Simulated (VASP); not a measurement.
Write the native input for VASP 6.6.1 that does the following.

```yaml
Task: single point
Functional: HSE06
Potentials_or_basis: VASP PAW PBE potentials, release 64 (C)
Cutoff: 520 eV
k_mesh: 8 × 8 × 8
Occupations: gaussian, width 0.01 eV
Spin: no spin polarisation
Dipole_correction: no
Grid_for_exact_exchange_PRECFOCK: Normal
Further_INCAR_settings: ALGO = Normal; EDIFF = 1e-06; NBANDS = 11
Share_of_exact_exchange: 0.25
Screening_parameter: 0.2079 1/Å
```

Crystal: C.

```
C
1.0
    -0.03882    1.79471    1.79471
     1.79471   -0.03882    1.79471
     1.79471    1.79471   -0.03882
C
2
Direct
  0.99993 0.99993 0.99993
  0.25007 0.25007 0.25007
```

This cell differs from its parent crystal: epitaxial 111 strain +3.0%.

The input as run:

POSCAR

```
C
1.0
   -0.0388188608      1.7947090060      1.7947090060
    1.7947090060     -0.0388188608      1.7947090060
    1.7947090060      1.7947090060     -0.0388188608
C
2
Direct
   -0.0000747738     -0.0000747738     -0.0000747738
    0.2500747738      0.2500747738      0.2500747738
```

INCAR.step1

```
PREC = Accurate ; ENCUT = 520
EDIFF = 1E-5 ; ISMEAR = 0
SIGMA = 0.01 ; LREAL = F
LASPH = T ; NELM = 80
ALGO = Normal ; ISIF = 2
LWAVE = T ; GGA = PE
NBANDS = 11
```

INCAR.step2

```
PREC = Accurate ; ENCUT = 520
EDIFF = 1E-6 ; ISMEAR = 0
SIGMA = 0.01 ; LREAL = F
LASPH = T ; NELM = 80
ALGO = Normal ; ISIF = 2
LWAVE = F ; LCHARG = T
GGA = PE ; LHFCALC = T
HFSCREEN = 0.2079 ; PRECFOCK = Normal
LELF = T ; LVHAR = T
ISTART = 1 ; NBANDS = 11
```

KPOINTS

```
regular mesh
0
Gamma
  8 8 8
```

Potentials or basis: VASP PAW PBE potentials, release 64 (C).

Launch:

```console
$ cat potpaw_PBE.64/C/POTCAR > POTCAR
$ cp INCAR.step1 INCAR
$ mpirun -np 1 vasp_std > vasp.out
$ cp INCAR.step2 INCAR
$ mpirun -np 1 vasp_std > vasp.out
```

Results of the run:

- Pressure: -27.4 GPa
- Largest force: 0.052 eV/Å
- Band gap on the k mesh: 5.09 eV (least direct gap 6.47 eV)

Caveat: the cell differs from its parent crystal (epitaxial 111 strain +3.0%); the cell stands under tension; the PAW data sets were made with another functional, which shifts forces and pressure a little.

It took 25 min on 1 thread of AMD EPYC 7R13 Processor (Zen 3), on a shared host, peak memory 0.2 GiB.
